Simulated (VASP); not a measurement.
# AlNi3 (Pm-3m) in VASP: further runs

Runs on AlNi3. Level: PBE. Tasks: single point.

Program: VASP 6.6.1. These are calculated values, not measurements. Logs are shortened: lines on timing, memory, paths and dates and some standing lists are left out, and cuts for length are marked.

**1. The cell of the first run**

Symmetry: Pm-3m, No. 221, cubic system. Conventional cell: a = 3.523 Å, b = 3.523 Å, c = 3.523 Å, α = 90.00°, β = 90.00°, γ = 90.00°. Ni (site symmetry 4/mmm) has 8 Ni at 2.49 Å and 4 Al at 2.49 Å within 3.3 Å. Within 3.3 Å of Al (site symmetry m-3m) lie 12 Ni at 2.49 Å.

**2. Single point, PBE, collinear spin, ferromagnetic start**

INCAR reads:

```
PREC = Accurate
ENCUT = 520
EDIFF = 1E-6
ISMEAR = 0
SIGMA = 0.016
LREAL = False
LASPH = True
NELM = 150
ALGO = Normal
ISIF = 2
LWAVE = False
LCHARG = True
ISPIN = 2
MAGMOM = 1 1 1 0
LORBIT = 11
LMAXMIX = 4
GGA = PE
LELF = True
LVHAR = True
NBANDS = 28
```

KPOINTS reads:

```
regular mesh
0
Gamma
  8 8 8
```

POSCAR reads:

```
AlNi3
1.0
    3.5230547267      0.0000000000      0.0000000000
    0.0000000000      3.5230547267      0.0000000000
    0.0000000000      0.0000000000      3.5230547267
Ni Al
3 1
Direct
    0.5000000000      0.5000000000      0.0000000000
    0.5000000000      0.0000000000      0.5000000000
    0.0000000000      0.5000000000      0.5000000000
    0.0000000000      0.0000000000      0.0000000000
```

Potentials or basis: VASP PAW PBE potentials, release 64 (Ni, Al).

Run with:

```sh
$ cat potpaw_PBE.64/Ni/POTCAR potpaw_PBE.64/Al/POTCAR > POTCAR
$ mpirun -np 1 vasp_std > vasp.out
```

OUTCAR:

```text
PREC = Accurate
   ENCUT = 520
   EDIFF = 1E-6
   ISMEAR = 0
   LREAL = False
   LASPH = True
   NELM = 150
   ISIF = 2
   ISPIN = 2
   LORBIT = 11
   GGA = PE

 ion  position               nearest neighbor table
   1  0.500  0.500  0.000-   2 2.49   3 2.49   4 2.49   2 2.49   3 2.49   2 2.49   4 2.49   2 2.49
                             3 2.49   4 2.49   3 2.49   4 2.49
   2  0.500  0.000  0.500-   1 2.49   3 2.49   4 2.49   1 2.49   4 2.49   1 2.49   3 2.49   1 2.49
                             3 2.49   4 2.49   4 2.49   3 2.49
   3  0.000  0.500  0.500-   1 2.49   2 2.49   4 2.49   1 2.49   4 2.49   2 2.49   4 2.49   4 2.49
                             1 2.49   2 2.49   1 2.49   2 2.49
   4  0.000  0.000  0.000-   1 2.49   2 2.49   3 2.49   2 2.49   3 2.49   1 2.49   3 2.49   3 2.49
                             1 2.49   2 2.49   2 2.49   1 2.49

  LATTYP: Found a simple cubic cell.
 ALAT       =     3.5230547267

  Lattice vectors:

 A1 = (   3.5230547267,   0.0000000000,   0.0000000000)
 A2 = (   0.0000000000,   3.5230547267,   0.0000000000)
 A3 = (   0.0000000000,   0.0000000000,   3.5230547267)

Analysis of symmetry for initial positions (statically):
=====================================================================
 Subroutine PRICEL returns:
 Original cell was already a primitive cell.

 Routine SETGRP: Setting up the symmetry group for a
 simple cubic supercell.

 Subroutine GETGRP returns: Found 48 space group operations
 (whereof 48 operations were pure point group operations)
 out of a pool of 48 trial point group operations.

The static configuration has the point symmetry O_h .

Analysis of symmetry for dynamics (positions and initial velocities):
=====================================================================
 Subroutine PRICEL returns:
 Original cell was already a primitive cell.

 Routine SETGRP: Setting up the symmetry group for a
 simple cubic supercell.

 Subroutine GETGRP returns: Found 48 space group operations
 (whereof 48 operations were pure point group operations)
 out of a pool of 48 trial point group operations.

The dynamic configuration has the point symmetry O_h .

Analysis of structural, dynamic, and magnetic symmetry:
=====================================================================
 Subroutine PRICEL returns:
 Original cell was already a primitive cell.

 Routine SETGRP: Setting up the symmetry group for a
 simple cubic supercell.

 Subroutine GETGRP returns: Found 48 space group operations
 (whereof 48 operations were pure point group operations)
 out of a pool of 48 trial point group operations.

The overall configuration has the point symmetry O_h .

 Subroutine INISYM returns: Found 48 space group operations
 (whereof 48 operations are pure point group operations),
 and found     1 'primitive' translations

----------------------------------------------------------------------------------------

                                     Primitive cell

  volume of cell :      43.7279

  direct lattice vectors                    reciprocal lattice vectors
     3.523054727  0.000000000  0.000000000     0.283844583  0.000000000  0.000000000
     0.000000000  3.523054727  0.000000000     0.000000000  0.283844583  0.000000000
     0.000000000  0.000000000  3.523054727     0.000000000  0.000000000  0.283844583

  length of vectors
     3.523054727  3.523054727  3.523054727     0.283844583  0.283844583  0.283844583

  position of ions in fractional coordinates (direct lattice)
     0.500000000  0.500000000  0.000000000
     0.500000000  0.000000000  0.500000000
     0.000000000  0.500000000  0.500000000
     0.000000000  0.000000000  0.000000000

  ion indices of the primitive-cell ions
   primitive index   ion index
                 1           1
                 2           2
                 3           3
                 4           4

----------------------------------------------------------------------------------------

 KPOINTS: regular mesh

Automatic generation of k-mesh.
 Grid dimensions read from file:
 generate k-points for:    8    8    8

 Generating k-lattice:

  Cartesian coordinates                     Fractional coordinates (reciprocal lattice)
     0.035480573  0.000000000  0.000000000     0.125000000  0.000000000  0.000000000
     0.000000000  0.035480573  0.000000000     0.000000000  0.125000000  0.000000000
     0.000000000  0.000000000  0.035480573     0.000000000  0.000000000  0.125000000

  Length of vectors
     0.035480573  0.035480573  0.035480573

  Shift w.r.t. Gamma in fractional coordinates (k-lattice)
     0.000000000  0.000000000  0.000000000

 Subroutine IBZKPT returns following result:
 ===========================================

 Found     35 irreducible k-points:

 Following reciprocal coordinates:
            Coordinates               Weight
  0.000000  0.000000  0.000000      1.000000
  0.125000  0.000000  0.000000      6.000000
  0.250000  0.000000  0.000000      6.000000
  0.375000  0.000000  0.000000      6.000000
  0.500000  0.000000  0.000000      3.000000
  0.125000  0.125000  0.000000     12.000000
[... 16 lines left out ...]
  0.375000  0.375000  0.125000     24.000000
  0.500000  0.375000  0.125000     24.000000
 [... further k-points ...]
   k-points           NKPTS =     35   k-points in BZ     NKDIM =     35   number of bands    NBANDS=     28
   number of dos      NEDOS =    301   number of ions     NIONS =      4
   total plane-waves  NPLWV =  21952
   dimension x,y,z NGX =    28 NGY =   28 NGZ =   28
   dimension x,y,z NGXF=    56 NGYF=   56 NGZF=   56
   ions per type =               3   1
   NGX,Y,Z   is equivalent  to a cutoff of  13.21, 13.21, 13.21 a.u.
   NGXF,Y,Z  is equivalent  to a cutoff of  26.43, 26.43, 26.43 a.u.
 SYSTEM =  unknown system
   PREC   = accura    normal or accurate (medium, high low for compatibility)
   ISTART =      0    job   : 0-new  1-cont  2-samecut
   ICHARG =      2    charge: 1-file 2-atom 10-const
   ISPIN  =      2    spin polarized calculation?
   LNONCOLLINEAR =      F non collinear calculations
   LSORBIT =      F    spin-orbit coupling
   LASPH  =      T    aspherical Exc in radial PAW
   ENCUT  =  520.0 eV  38.22 Ry    6.18 a.u.   6.55  6.55  6.55*2*pi/ulx,y,z
   NELM   =    150;   NELMIN=  2; NELMDL= -5     # of ELM steps
   EDIFF  = 0.1E-05   stopping-criterion for ELM
   LREAL  =      F    real-space projection
   EDIFFG = 0.1E-04   stopping-criterion for IOM
   NSW    =      0    number of steps for IOM
   IBRION =     -1    ionic relax: 0-MD 1-quasi-New 2-CG
   NFREE  =      0    steps in history (QN), initial steepest desc. (CG)
   ISIF   =      2    stress and relaxation
   ISYM   =      2    0-nonsym 1-usesym 2-fastsym
   POTIM  = 0.5000    time-step for ionic-motion
   TEBEG  =    0.0;   TEEND  =   0.0 temperature during run
   PSTRESS=    0.0 pullay stress
   NELECT =      33.0000    total number of electrons
   NUPDOWN=      -1.0000    fix difference up-down
   EMIN   =  10.00;   EMAX   =-10.00  energy-range for DOS
   EFERMI =   0.00;   METHOD = LEGACY
   ISMEAR =     0;   SIGMA  =   0.02  broadening in eV -4-tet -1-fermi 0-gaus
   EFERMI_NEDOS =   21; number of points for ismear=-14 and -15
   IALGO  =     38    algorithm
   IMIX   =      4    mixing-type and parameters
     AMIX     =   0.40;   BMIX     =  1.00
     AMIX_MAG =   1.60;   BMIX_MAG =  1.00
  volume/ion in A,a.u.               =      10.93        73.77
  Fermi-wavevector in a.u.,A,eV,Ry     =   1.490482  2.816603 30.225843  2.221537
  Thomas-Fermi vector in A             =   2.603258
   LORBIT       =     11    0 simple, 1 ext, 2 COOP (PROOUT), +10 PAW based schemes
   GGA     = PE    functional components
   LHFCALC =     F    Hartree Fock is set to
   AEXX    =    0.0000 exact exchange contribution
   IVDW    =     0    specifies the selected vdW correction
   LEPSILON=     F    determine dielectric tensor
   LRPA    =     F    only Hartree local field effects (RPA)
 spin polarized calculation
 Gauss-broadening in eV      SIGMA  =   0.02
  energy-cutoff  :      520.00
  volume of cell :       43.73
 maximum number of plane-waves:      1208
 NGX is ok and might be reduce to    28
   NGX = 13   NGY = 13   NGZ = 13

 number of electron      32.9999980 magnetization       0.7556974

 Free energy of the ion-electron system (eV)
  ---------------------------------------------------
  ext. energy  EPLUGINS =         0.00000000
  ---------------------------------------------------
  free energy    TOTEN  =       -21.85683550 eV

  energy without entropy =      -21.85643079  energy(sigma->0) =      -21.85663314

 E-fermi :   9.9251     XC(G=0): -12.8543

 val. band max:        9.9220917266   @ k =   0.2500   0.2500   0.0000
 cond. band min:       9.9478465931   @ k =   0.3750   0.3750   0.3750
 fundamental gap:      0.0257548666
 Fermi energy:         9.9250906245

 spin component 1

 k-point     1 :       0.0000    0.0000    0.0000
  band No.  band energies     occupation
      1      -0.2326      1.00000
      2       5.4471      1.00000
      3       6.1303      1.00000
      4       6.1303      1.00000
      5       6.4868      1.00000
      6       6.4868      1.00000
[... 20 lines left out ...]
     27      24.1637      0.00000
[... 691 lines left out ...]
      6       7.1603      1.00000
[... 20 lines left out ...]
     27      25.0024      0.00000
     28      25.2620      0.00000

 [... further k-points ...]

 spin component 2

 k-point     1 :       0.0000    0.0000    0.0000
  band No.  band energies     occupation
      1      -0.2654      1.00000
      2       5.5272      1.00000
      3       6.2934      1.00000
      4       6.2934      1.00000
      5       6.7919      1.00000
      6       6.7919      1.00000
[... 20 lines left out ...]
     27      24.1616      0.00000
[... 691 lines left out ...]
      6       7.4059      1.00000
[... 20 lines left out ...]
     27      24.9754      0.00000
     28      25.2872      0.00000

 [... further k-points ...]
[... 5 lines left out ...]
  --------------------------------------------------------------------------------------
  -------------------------------------------------------------------------------------
  Total        2.0082257      2.0082257      2.0082257     -0.0000000     -0.0000000      0.0000000
  in kB       73.5808728     73.5808728     73.5808728     -0.0000000     -0.0000000      0.0000000
  external PRESSURE =      73.5808728 kB  Pullay stress =       0.0000000 kB

 VOLUME and BASIS-vectors are now :
 -----------------------------------------------------------------------------
  energy-cutoff  :      520.00
  volume of cell :       43.73
      direct lattice vectors                 reciprocal lattice vectors
     3.523054727  0.000000000  0.000000000     0.283844583  0.000000000  0.000000000
     0.000000000  3.523054727  0.000000000     0.000000000  0.283844583  0.000000000
     0.000000000  0.000000000  3.523054727     0.000000000  0.000000000  0.283844583

 POSITION                                       TOTAL-FORCE (eV/Angst)
 -----------------------------------------------------------------------------------
      1.76153      1.76153      0.00000         0.000000      0.000000      0.000000
      1.76153      0.00000      1.76153         0.000000      0.000000      0.000000
      0.00000      1.76153      1.76153         0.000000      0.000000      0.000000
      0.00000      0.00000      0.00000         0.000000      0.000000      0.000000
 -----------------------------------------------------------------------------------
    total drift:                                0.000000      0.000000      0.000000

  FREE ENERGIE OF THE ION-ELECTRON SYSTEM (eV)
  ---------------------------------------------------
  free  energy   TOTEN  =       -21.8568354973 eV

  energy  without entropy=      -21.8564307872  energy(sigma->0) =      -21.85663314

 total charge

# of ion       s       p       d       tot
------------------------------------------
    1        0.507   0.546   8.394   9.447
    2        0.507   0.546   8.394   9.447
    3        0.507   0.546   8.394   9.447
    4        0.413   0.405   0.000   0.818
--------------------------------------------------
tot          1.935   2.044  25.182  29.161

 magnetization (x)

# of ion       s       p       d       tot
------------------------------------------
    1       -0.003  -0.011   0.284   0.269
    2       -0.003  -0.011   0.284   0.269
    3       -0.003  -0.011   0.284   0.269
    4       -0.001  -0.008   0.000  -0.009
--------------------------------------------------
tot         -0.011  -0.042   0.852   0.799
```

Run time: 49 s. Hardware: 1 thread of AMD EPYC 9R45 (Zen 5), shared host; peak memory 0.18 GiB.

Results:

```
Free energy                                           : -21.8568 eV
Pressure                                              : 7.4 GPa
Net moment                                            : 0.76 μB per cell
Site moments                                          : Ni +0.27; Al -0.01 μB
Valence electrons inside the program's atomic spheres : Ni 9.45; Al 0.82
```

Levels at points of the mesh, in eV from the Fermi level:
Spin up:
```csv
k point,band 13,band 14,band 15,band 16,band 17,band 18,band 19,band 20,band 21,band 22
"(0.00, 0.00, 0.00)",-0.27,-0.09,-0.09,-0.09,0.89,0.89,0.89,6.73,6.73,7.58
"(0.50, 0.00, 0.00)",-1.27,-1.21,-1.09,-0.52,-0.09,5.66,5.66,5.69,5.69,6.55
"(0.50, 0.50, 0.00)",-1.35,-1.23,-1.03,-1.00,-0.59,0.87,0.87,8.32,8.32,8.38
"(0.50, 0.50, 0.50)",-1.34,-1.10,-1.10,-0.27,-0.27,-0.27,-0.20,3.57,4.16,4.16
```
Spin down:
```
           k point  band 13  band 14  band 15  band 16  band 17  band 18  band 19  band 20
(0.00, 0.00, 0.00)     0.03     0.38     0.38     0.38     0.85     0.85     0.85     6.82
(0.50, 0.00, 0.00)    -0.94    -0.94    -0.84    -0.33     0.38     5.71     5.71     5.74
(0.50, 0.50, 0.00)    -1.17    -1.11    -0.80    -0.59    -0.45     1.18     1.18     8.36
(0.50, 0.50, 0.50)    -1.19    -0.91    -0.91    -0.23     0.13     0.13     0.13     3.67
```

**3. Single point, PBE, collinear spin, ferromagnetic start**

INCAR reads:

```
PREC = Accurate ; ENCUT = 520
EDIFF = 1E-6 ; ISMEAR = 0
SIGMA = 0.017 ; LREAL = False
LASPH = True ; NELM = 150
ALGO = Normal ; ISIF = 2
LWAVE = False ; LCHARG = False
ISPIN = 2 ; MAGMOM = 1 1 1 0
LORBIT = 11 ; LMAXMIX = 4
GGA = PE ; NBANDS = 28
```

KPOINTS is that of step 2.

POSCAR is that of step 2.

Potentials or basis: VASP PAW PBE potentials, release 64 (Ni, Al).

Run with:

```sh
$ cat potpaw_PBE.64/Ni/POTCAR potpaw_PBE.64/Al/POTCAR > POTCAR
$ mpirun -np 1 vasp_std > vasp.out
```

It took 47 s on 1 thread of AMD EPYC 9R45 (Zen 5), shared host; peak memory 0.18 GiB.

The run converged. Its results:

| Property | Result |
| --- | --- |
| Free energy | -21.8569 eV |
| Pressure | 7.4 GPa |
| Net moment | 0.76 μB per cell |
| Site moments | Ni +0.27; Al -0.01 μB |
| Valence electrons inside the program's atomic spheres | Ni 9.45; Al 0.82 |

Levels at points of the mesh, in eV from the Fermi level:
Spin up:
```
           k point  band 13  band 14  band 15  band 16  band 17  band 18  band 19  band 20  band 21  band 22
(0.00, 0.00, 0.00)    -0.28    -0.09    -0.09    -0.09     0.89     0.89     0.89     6.73     6.73     7.58
(0.50, 0.00, 0.00)    -1.27    -1.21    -1.09    -0.52    -0.09     5.66     5.66     5.69     5.69     6.55
(0.50, 0.50, 0.00)    -1.35    -1.23    -1.03    -1.00    -0.60     0.87     0.87     8.32     8.32     8.38
(0.50, 0.50, 0.50)    -1.34    -1.10    -1.10    -0.27    -0.27    -0.27    -0.20     3.57     4.16     4.16
```
Spin down:
```tsv
k point	band 13	band 14	band 15	band 16	band 17	band 18	band 19	band 20
(0.00, 0.00, 0.00)	0.03	0.38	0.38	0.38	0.85	0.85	0.85	6.82
(0.50, 0.00, 0.00)	-0.94	-0.94	-0.84	-0.33	0.38	5.71	5.71	5.74
(0.50, 0.50, 0.00)	-1.17	-1.11	-0.80	-0.59	-0.45	1.18	1.18	8.36
(0.50, 0.50, 0.50)	-1.19	-0.91	-0.91	-0.23	0.13	0.13	0.13	3.67
```

**4. Single point, PBE, collinear spin, ferromagnetic start**

INCAR reads:

```
PREC     = Accurate       # precision mode
ENCUT    = 520            # plane-wave cutoff, eV
EDIFF    = 1E-6           # SCF threshold, eV
ISMEAR   = 0              # smearing method
SIGMA    = 0.018000000000000002 # smearing width, eV
LREAL    = False          # projectors in reciprocal space
LASPH    = True           # aspherical terms in the spheres
NELM     = 150            # most SCF steps
ALGO     = Normal         # electronic algorithm
ISIF     = 2              # what is computed and relaxed
LWAVE    = False          # write WAVECAR
LCHARG   = False          # write CHGCAR
ISPIN    = 2              # spin polarisation
MAGMOM   = 1 1 1 0        # initial moments
LORBIT   = 11             # projections on sites
LMAXMIX  = 4              # l up to which the mixer works
GGA      = PE             # functional
NBANDS   = 28             # bands
```

KPOINTS reads:

```
Automatic mesh
0
Gamma
  8 8 8
```

POSCAR is that of step 3.

Run with:

```sh
$ cat potpaw_PBE.64/Ni/POTCAR potpaw_PBE.64/Al/POTCAR > POTCAR
$ mpirun -np 1 vasp_std > vasp.out
```

Wall time 49 s (1 thread of AMD EPYC 9R45 (Zen 5), shared host); peak memory 0.18 GiB.

Results (log left out):

- Free energy: -21.8569 eV
- Pressure: 7.4 GPa
- Net moment: 0.76 μB per cell
- Site moments: Ni +0.27; Al -0.01 μB
- Valence electrons inside the program's atomic spheres: Ni 9.45; Al 0.82

Levels at points of the mesh, in eV from the Fermi level:
Spin up:
```tsv
k point	band 14	band 15	band 16	band 17	band 18	band 19	band 20	band 21
(0.00, 0.00, 0.00)	-0.09	-0.09	-0.09	0.89	0.89	0.89	6.72	6.72
(0.50, 0.00, 0.00)	-1.21	-1.09	-0.52	-0.09	5.65	5.65	5.69	5.69
(0.50, 0.50, 0.00)	-1.23	-1.03	-1.00	-0.60	0.87	0.87	8.32	8.32
(0.50, 0.50, 0.50)	-1.11	-1.11	-0.27	-0.27	-0.27	-0.21	3.57	4.16
```
Spin down:
| k point | band 13 | band 14 | band 15 | band 16 | band 17 | band 18 | band 19 | band 20 |
| --- | --- | --- | --- | --- | --- | --- | --- | --- |
| (0.00, 0.00, 0.00) | 0.03 | 0.38 | 0.38 | 0.38 | 0.85 | 0.85 | 0.85 | 6.82 |
| (0.50, 0.00, 0.00) | -0.94 | -0.94 | -0.84 | -0.33 | 0.38 | 5.71 | 5.71 | 5.74 |
| (0.50, 0.50, 0.00) | -1.17 | -1.12 | -0.80 | -0.59 | -0.45 | 1.18 | 1.18 | 8.36 |
| (0.50, 0.50, 0.50) | -1.19 | -0.91 | -0.91 | -0.23 | 0.13 | 0.13 | 0.13 | 3.67 |

**5. Summary**

| smearing | gap on the mesh (eV) | pressure (GPa) | moment (μB) |
| --- | --- | --- | --- |
| gaussian 0.016 eV | none | 7.4 | 0.76 |
| gaussian 0.017 eV | none | 7.4 | 0.76 |
| gaussian 0.018 eV | none | 7.4 | 0.76 |

Alike in all rows: task single point; level PBE; potentials or basis VASP PAW PBE potentials, release 64 (Ni, Al); spin collinear, ferromagnetic start; cell as given; k mesh 8 × 8 × 8; cutoff (eV) 520.

Every run on the cell as given and a fine mesh finds a metal.

Total energies depend on the potentials used, so only differences within one code and one set of settings carry meaning.
